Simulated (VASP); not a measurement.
Runs of VASP 6.6.1 on Co. The structure is that of space group P6_3/mmc (No. 194), or close to it. The cells are those of the table. 

```tsv
level	potentials or basis	cell	cutoff (eV)	smearing	gap on the mesh (eV)	pressure (GPa)	moment (μB)
PBE	VASP PAW PBE potentials, release 64 (Co_sv)	a = 2.471, b = 2.471, c = 8.088 Å, angles 90.0, 90.0, 120.0°, 4 atoms	690	gaussian 0.014 eV	none	3.3	6.61
revPBE+D3(BJ)	VASP PAW PBE potentials, release 64 (Co)	a = 2.471, b = 2.471, c = 8.088 Å, angles 90.0, 90.0, 120.0°, 4 atoms	520	fermi-dirac 0.05 eV	none	-4.5	6.61
RPBE+D3(BJ)	VASP PAW PBE potentials, release 64 (Co_sv)	a = 2.503, b = 2.503, c = 8.195 Å, angles 90.0, 90.0, 120.0°, 4 atoms	690	fermi-dirac 0.05 eV	none	-28.2	(a)
BLYP+D3(BJ)	VASP PAW PBE potentials, release 64 (Co)	a = 2.519, b = 2.519, c = 8.247 Å, angles 90.0, 90.0, 120.0°, 4 atoms	520	fermi-dirac 0.05 eV	none	(b)	6.62
BLYP+D3(BJ)	VASP PAW PBE potentials, release 64 (Co)	a = 2.503, b = 2.503, c = 8.195 Å, angles 90.0, 90.0, 120.0°, 4 atoms	520	fermi-dirac 0.05 eV	none	-9.4	6.56
```

Alike in all rows: task single point; spin collinear, ferromagnetic start; k mesh 12 × 12 × 4.

Fill in the values left out.

(a) 6.78; (b) -12.6.

Caveats: the cell stands under tension (at least some runs); the PAW data sets were made with another functional, which shifts forces and pressure a little (at least some runs); the cell stands under pressure (at least some runs); the dispersion term is far too large for a dense solid, which distorts pressure and volume (at least some runs).

A gap of «none» marks levels without a gap at the run's occupations.

The runs don't all hold the same shells in valence.
